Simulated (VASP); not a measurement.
Write the native input for VASP 6.6.1 that does the following.

```yaml
Task: relaxation of cell and atoms
Functional: PBEsol
Potentials_or_basis: VASP PAW PBE potentials, release 64 (Ti_sv)
Cutoff: 600 eV
k_mesh: 17 × 17 × 17
Occupations: fermi-dirac, width 0.08 eV
Spin: no spin polarisation
Target_pressure: 0.59 GPa
Dipole_correction: no
Further_INCAR_settings: ALGO = Normal; EDIFF = 1e-06; IBRION = 2; EDIFFG = -0.005; NSW = 60; ISIF = 3
```

The structure of Ti lies in POSCAR:

```
Ti
1.0
   -1.6076514311      1.6076514311      1.6076514311
    1.6076514311     -1.6076514311      1.6076514311
    1.6076514311      1.6076514311     -1.6076514311
Ti
1
Direct
    0.0000000000      0.0000000000      0.0000000000
```

This isn't the form of Ti at room conditions, which is hcp.

These files were run (other wordings do the same):

INCAR

```
SYSTEM = Ti
PREC = Accurate ; ENCUT = 600
EDIFF = 1E-6 ; ISMEAR = -1
SIGMA = 0.08 ; LREAL = .False.
LASPH = .True. ; NELM = 80
ALGO = Normal ; ISIF = 3
LWAVE = .False. ; LCHARG = .False.
GGA = PS ; IBRION = 2
NSW = 60 ; EDIFFG = -0.005
PSTRESS = 5.8999999999999995
```

KPOINTS

```
regular mesh
0
Gamma
  17 17 17
  0 0 0
```

Potentials or basis: VASP PAW PBE potentials, release 64 (Ti_sv).

Launch:

```bash
$ cat potpaw_PBE.64/Ti_sv/POTCAR > POTCAR
$ mpirun -np 1 vasp_std > vasp.out
```

It gave:

| Quantity | Value |
| --- | --- |
| Relaxed volume | 16.44 Å³/atom |
| Relaxed cell | a = 2.775 Å, b = 2.775 Å, c = 2.775 Å, α = 109.47°, β = 109.47°, γ = 109.47° |
| Space group after relaxing (to 0.1 Å) | Im-3m (No. 229) |
| Energy change on relaxing (the run minimises the enthalpy) | -0.0 meV/atom |
| Ionic steps | 3 |
| Pressure after relaxing | 0.6 GPa |
| Band gap on the k mesh | zero (bands 6 and 7 overlap by 1.70 eV) |

Caveat: the cell is relaxed towards a set pressure, so the run minimises the enthalpy, not the energy; the PAW data sets were made with another functional, which shifts forces and pressure a little.

Run time: 75 s on 1 thread of Intel Xeon 8259CL (shared host), peak memory 0.17 GiB.
